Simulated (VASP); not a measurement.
A run of VASP 6.6.1 is set up as follows.

INCAR

```
PREC = Accurate
ENCUT = 520
EDIFF = 1E-7
ISMEAR = -1
SIGMA = 0.02
LREAL = Auto
LASPH = T
NELM = 60
ALGO = Normal
ISIF = 2
LWAVE = F
LCHARG = F
GGA = PE
NELECT = 66.0
NBANDS = 48
```

Contents of KPOINTS:

```
regular mesh
0
Gamma
  2 2 2
```

The input POSCAR:

```
LiSi16
1.0
    0.0000000000      5.4300000000      5.4300000000
    5.4300000000      0.0000000000      5.4300000000
    5.4300000000      5.4300000000      0.0000000000
Si Li
16 1
Direct
   -0.0000719344      0.0000188095     -0.0000280863
    0.1243514677      0.1238927205      0.1240935407
    0.0024592025      0.0018535058      0.4979351165
    0.1245485808      0.1240702737      0.6275111542
    0.0024478492      0.4977386975      0.0021566909
    0.1244479966      0.6275778171      0.1241864236
    0.0024962746      0.4979520306      0.4980503741
    0.1332017623      0.6222798085      0.6223776081
    0.4981847208      0.0018177594      0.0021364966
    0.6274474670      0.1241808785      0.1243999323
    0.4984161066      0.0018514434      0.4982828091
    0.6230114869      0.1314867872      0.6229030977
    0.4983031125      0.4980692975      0.0021721530
    0.6227441586      0.6225333843      0.1323481294
    0.5012501079      0.4996287524      0.5004429796
    0.6232983300      0.6230388073      0.6231797193
    0.7530144106      0.7490045269      0.7508348611
```

Potentials or basis: VASP PAW PBE potentials, release 64 (Si, Li_sv).

Launch:

```bash
$ cat potpaw_PBE.64/Si/POTCAR potpaw_PBE.64/Li_sv/POTCAR > POTCAR
$ mpirun -np 1 vasp_std > vasp.out
```

(1) Predict the largest force.

## Answers

(1) 0.049 eV/Å.

Caveat: the k points lie up to 0.50 Å⁻¹ apart; the cell carries a net charge on a neutralising background, which shifts energy and pressure.
